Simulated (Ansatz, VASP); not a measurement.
One calculation of In2TeO2, two programs

```
In Te O
1.0
     4.10941    0.00000    0.00000
     0.00000    4.10941    0.00000
     0.00000    0.00000    6.67775
In Te O
2 1 2
Direct
  0.00000 0.00000 0.50000
  0.00000 0.00000 0.00000
  0.50000 0.50000 0.50000
  0.50000 0.50000 0.80130
  0.50000 0.50000 0.19870
```

Alike in both runs: functional PBE; k mesh 4 × 4 × 4; occupations gaussian, width 0.1 eV; no spin polarisation.

Ansatz relaxed the structure, and its values are those at the end. VASP's run is a single point on that final structure, the one shown.

|  | VASP | Ansatz |
| --- | --- | --- |
| version | VASP 6.6.1 | Ansatz 0.2.0 |
| potentials or method | VASP PAW PBE potentials, release 64 (In_d, Te, O), cutoff 520 eV | scalar-relativistic, plane waves, PAW |
| valence electrons in the cell | 44 | 54 |

|  | VASP | Ansatz | Ansatz less VASP |
| --- | --- | --- | --- |
| gap on the k mesh at the Fermi level (eV) | none | none | - |
| pressure (GPa) | 0.0 | 0.1 | +0.05 |
| rms of the force components (eV/Å) | 0.005 | 0.002 | -0.0036 |

A gap of «none» marks a metal or a gap that the smearing closes. With one functional, cell and mesh, what is left measures potentials, basis and numerics. VASP's potentials hold 44 valence electrons a cell and Ansatz's 54, so a difference there can come from the potentials and not from the codes.

The k mesh is coarse, so the values compare programs but aren't converged. Neither program's run includes spin-orbit coupling.
